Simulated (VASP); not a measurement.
Wanted: the native input for a VASP 6.6.1 run.

```
Task                   : single point
Functional             : r2SCAN
Potentials or basis    : VASP PAW PBE potentials, release 64 (Ce)
Cutoff                 : 520 eV
k mesh                 : 12 × 12 × 12
Occupations            : methfessel-paxton, width 0.1 eV
Spin                   : no spin polarisation
Dipole correction      : no
Further INCAR settings : ALGO = Normal; EDIFF = 1e-06; NBANDS = 12
```

Ce:

```
CELL_PARAMETERS angstrom
0.00000 2.33904 2.33904
2.33904 0.00000 2.33904
2.33904 2.33904 0.00000
ATOMIC_POSITIONS crystal
Ce 0.00000 0.00000 0.00000
```

One way to write it, as run:

POSCAR

```
Ce
1.0
    0.0000000000      2.3390384114      2.3390384114
    2.3390384114      0.0000000000      2.3390384114
    2.3390384114      2.3390384114      0.0000000000
Ce
1
Direct
    0.0000000000      0.0000000000      0.0000000000
```

INCAR.step1

```
PREC = Accurate
ENCUT = 520
ISMEAR = 1
SIGMA = 0.1
LREAL = F
LASPH = T
NELM = 60
NBANDS = 12
GGA = PE
ALGO = Normal
EDIFF = 1E-4
LWAVE = T
LCHARG = F
```

INCAR.step2

```
PREC = Accurate
ENCUT = 520
EDIFF = 1E-6
ISMEAR = 1
SIGMA = 0.1
LREAL = F
LASPH = T
NELM = 60
ALGO = Normal
ISIF = 2
LWAVE = F
LCHARG = F
METAGGA = R2SCAN
LMIXTAU = T
NBANDS = 12
ISTART = 1
```

KPOINTS

```
Automatic mesh
0
Gamma
  12 12 12
```

Potentials or basis: VASP PAW PBE potentials, release 64 (Ce).

Launch:

```console
$ cat potpaw_PBE.64/Ce/POTCAR > POTCAR
$ cp INCAR.step1 INCAR
$ mpirun -np 1 vasp_std > vasp.out
$ cp INCAR.step2 INCAR
$ mpirun -np 1 vasp_std > vasp.out
```

It gave:

| Quantity | Value |
| --- | --- |
| Pressure | -0.8 GPa |
| Band gap on the k mesh | zero (bands 6 and 7 overlap by 0.52 eV) |

Caveat: the PAW data sets were made with another functional, which shifts forces and pressure a little; spin-orbit coupling is left out, which moves the levels of the heavy elements; semilocal functionals describe open f shells poorly, which spoils levels, moments and volumes.

Wall time 93 s on 1 thread of Intel(R) Xeon(R) Platinum 8488C (Sapphire Rapids) (shared host), peak memory 0.19 GiB.
